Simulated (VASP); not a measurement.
Wanted: the native input for a VASP 6.6.1 run.

| Item | Value |
| --- | --- |
| Task | single point |
| Functional | PBEsol |
| Potentials or basis | VASP PAW PBE potentials, release 64 (Al, Cu) |
| Cutoff | 520 eV |
| k mesh | 12 × 12 × 12 |
| Occupations | gaussian, width 0.15 eV |
| Spin | no spin polarisation |
| Dipole correction | no |
| Further INCAR settings | ALGO = Fast; EDIFF = 1e-06; NBANDS = 26 |

The structure of AlCu3 lies in POSCAR:

```
AlCu3
1.0
    3.5046665963     -0.0998739185      0.0000000000
   -0.0998739185      3.5046665963      0.0000000000
    0.0000000000      0.0000000000      3.6317788563
Al Cu
1 3
Direct
    0.0000000000      0.0000000000      0.0000000000
    0.5000000000      0.5000000000      0.0000000000
    0.5000000000      0.0000000000      0.5000000000
    0.0000000000      0.5000000000      0.5000000000
```

These files were run (other wordings do the same):

INCAR

```
ALGO = Fast
EDIFF = 1E-6
ENCUT = 520
GGA = PS
ISIF = 2
ISMEAR = 0
LASPH = True
LCHARG = False
LREAL = False
LWAVE = False
NBANDS = 26
NELM = 100
PREC = Accurate
SIGMA = 0.15
```

KPOINTS

```
k-points
0
Gamma
  12 12 12
```

Potentials or basis: VASP PAW PBE potentials, release 64 (Al, Cu).

Launch:

```bash
$ cat potpaw_PBE.64/Al/POTCAR potpaw_PBE.64/Cu/POTCAR > POTCAR
$ mpirun -np 1 vasp_std > vasp.out
```

It gave:

```yaml
Pressure: 14.8 GPa
Band_gap_on_the_k_mesh: zero (bands 18 and 19 overlap by 5.61 eV)
```

Caveat: the cell stands under pressure; the PAW data sets were made with another functional, which shifts forces and pressure a little.

Run time: 10 min on 1 thread of Intel Xeon 8259CL (shared host), peak memory 0.38 GiB.
